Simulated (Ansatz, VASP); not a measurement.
## As in VASP and in Ansatz

File POSCAR:

```
As
1.0
    2.7036817444      0.0000000000      0.0000000000
    0.0000000000      2.7036817444      0.0000000000
    0.0000000000      0.0000000000      2.7036817444
As
1
Direct
    0.5000000000      0.5000000000      0.5000000000
```

File INCAR.step1:

```
SYSTEM = As
PREC     = Accurate       ! precision mode
ENCUT    = 520            ! plane-wave cutoff, eV
EDIFF    = 1E-5           ! SCF threshold, eV
ISMEAR   = -1             ! smearing method
SIGMA    = 0.05           ! smearing width, eV
LREAL    = .FALSE.        ! projectors in reciprocal space
LASPH    = .TRUE.         ! aspherical terms in the spheres
NELM     = 60             ! most SCF steps
ALGO     = Normal         ! electronic algorithm
ISIF     = 2              ! what is computed and relaxed
LWAVE    = .TRUE.         ! write WAVECAR
LCHARG   = .FALSE.        ! write CHGCAR
NBANDS   = 8              ! bands
GGA      = PE             ! functional
```

File INCAR.step2:

```
SYSTEM = As
PREC     = Accurate       ! precision mode
ENCUT    = 520            ! plane-wave cutoff, eV
EDIFF    = 1E-6           ! SCF threshold, eV
ISMEAR   = -1             ! smearing method
SIGMA    = 0.05           ! smearing width, eV
LREAL    = .FALSE.        ! projectors in reciprocal space
LASPH    = .TRUE.         ! aspherical terms in the spheres
NELM     = 60             ! most SCF steps
ALGO     = Normal         ! electronic algorithm
ISIF     = 2              ! what is computed and relaxed
LWAVE    = .FALSE.        ! write WAVECAR
LCHARG   = .FALSE.        ! write CHGCAR
METAGGA  = R2SCAN         ! meta-GGA
LHFCALC  = .TRUE.         ! exact exchange
AEXX     = 0.5            ! exact-exchange fraction
LMIXTAU  = .TRUE.       
PRECFOCK = Normal       
NBANDS   = 8              ! bands
ISTART   = 1
```

KPOINTS

```
Automatic mesh
0
G
  6 6 6
  0 0 0
```

input.yaml

```yaml
crystal:
  lattice:
    - [2.7036817444, 0.0, 0.0]
    - [0.0, 2.7036817444, 0.0]
    - [0.0, 0.0, 2.7036817444]
  atoms:
    - { symbol: As, position: [0.5, 0.5, 0.5] }
hamiltonian:
  xc: { exchange: r2scan, correlation: r2scan, exx: { coeff: 0.5 } }
  pseudopotentials: { kind: paw }
kpoints:
  mp_grid: { grid: [6, 6, 6] }
scf:
  occupations: { method: fermi_dirac, width: 0.05 }
output:
  forces: true
  stress: true
  eigenvalues: true
```

Alike in both runs: task single point; functional r2SCAN-based global hybrid; k mesh 6 × 6 × 6; occupations fermi-dirac, width 0.05 eV; no spin polarisation.

|  | VASP | Ansatz |
| --- | --- | --- |
| version | VASP 6.6.1 | Ansatz 0.2.0 |
| potentials or method | VASP PAW PBE potentials, release 64 (As) | Ansatz PAW |
| plane-wave cutoff (eV) | 520 | 500 |
| valence electrons in the cell | 5 | 15 |

Ansatz gave:

| Property | Result |
| --- | --- |
| gap on the k mesh at the Fermi level (eV) | none |
| pressure (GPa) | -5.0 |

What did VASP give for the same quantities?

gap on the k mesh at the Fermi level (eV): none; pressure (GPa): -6.5.

VASP's potentials were made for PBE, not for r2SCAN-based global hybrid. A gap of «none» marks a metal or a gap that the smearing closes. VASP's potentials hold 5 valence electrons a cell and Ansatz's 15, so a difference there can come from the potentials and not from the codes.

The k mesh is coarse, so the values compare programs but aren't converged.
